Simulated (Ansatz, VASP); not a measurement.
## Two plane-wave programs on SiC

```xyz
12
Lattice="3.0593 0.0000 0.0000 -1.5297 2.6494 0.0000 0.0000 0.0000 15.0111" Properties=species:S:1:pos:R:3 pbc="T T T"
Si    0.0000    1.7663   12.5041
Si    1.5297    0.8831    4.9986
Si    1.5297    0.8831   10.0049
Si    0.0000    1.7663    2.4994
Si    0.0000    0.0000    7.5014
Si    0.0000    0.0000   15.0069
C     0.0000    0.0000   13.1253
C     0.0000    0.0000    5.6197
C     0.0000    1.7663   10.6279
C     1.5297    0.8831    3.1223
C     1.5297    0.8831    8.1287
C     0.0000    1.7663    0.6231
```

Alike in both runs: functional LDA; k mesh 12 × 12 × 2; occupations gaussian, width 0.02 eV; no spin polarisation.

Ansatz relaxed the structure, and its values are those at the end. VASP's run is a single point on that final structure, the one shown.

|  | VASP | Ansatz |
| --- | --- | --- |
| version | VASP 6.6.1 | Ansatz 0.2.0 |
| potentials or method | VASP PAW LDA potentials, release 64 (Si, C), cutoff 520 eV | scalar-relativistic, plane waves, PAW |
| valence electrons in the cell | 48 | 48 |

```tsv
	VASP	Ansatz	Ansatz less VASP
gap on the k mesh at the Fermi level (eV)	1.97	1.98	+0.011
least direct gap on the mesh (eV)	3.07	3.09	+0.014
pressure (GPa)	0.4	0.0	-0.39
```

Ansatz warns that its potentials were made for another functional, while VASP's fit it. LDA's correlation is that of Perdew and Zunger in VASP and of Perdew and Wang (1992) in Ansatz.
